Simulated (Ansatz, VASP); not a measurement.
# Two plane-wave programs on Ir

```
Ir
1.0
     0.00000    1.91511    1.91511
     1.91511    0.00000    1.91511
     1.91511    1.91511    0.00000
Ir
1
Direct
  0.00000 0.00000 0.00000
```

Alike in both runs: functional PBEsol; k mesh 18 × 18 × 18; occupations gaussian, width 0.1 eV; no spin polarisation.

Ansatz relaxed the structure, and its values are those at the end. VASP's run is a single point on that final structure, the one shown.

```csv
,VASP,Ansatz
version,VASP 6.6.1,Ansatz 0.2.0
potentials or method,"VASP PAW PBE potentials, release 64 (Ir), cutoff 520 eV","scalar-relativistic, plane waves, PAW"
valence electrons in the cell,9,17
```

VASP gave:

- gap on the k mesh at the Fermi level (eV): none
- pressure (GPa): 1.0

Estimate Ansatz's values.

gap on the k mesh at the Fermi level (eV): none; pressure (GPa): 0.0.

VASP's potentials were made for PBE, not for PBEsol. A gap of «none» marks a metal or a gap that the smearing closes. VASP's potentials hold 9 valence electrons a cell and Ansatz's 17, so a difference there can come from the potentials and not from the codes.

Neither program's run includes spin-orbit coupling.
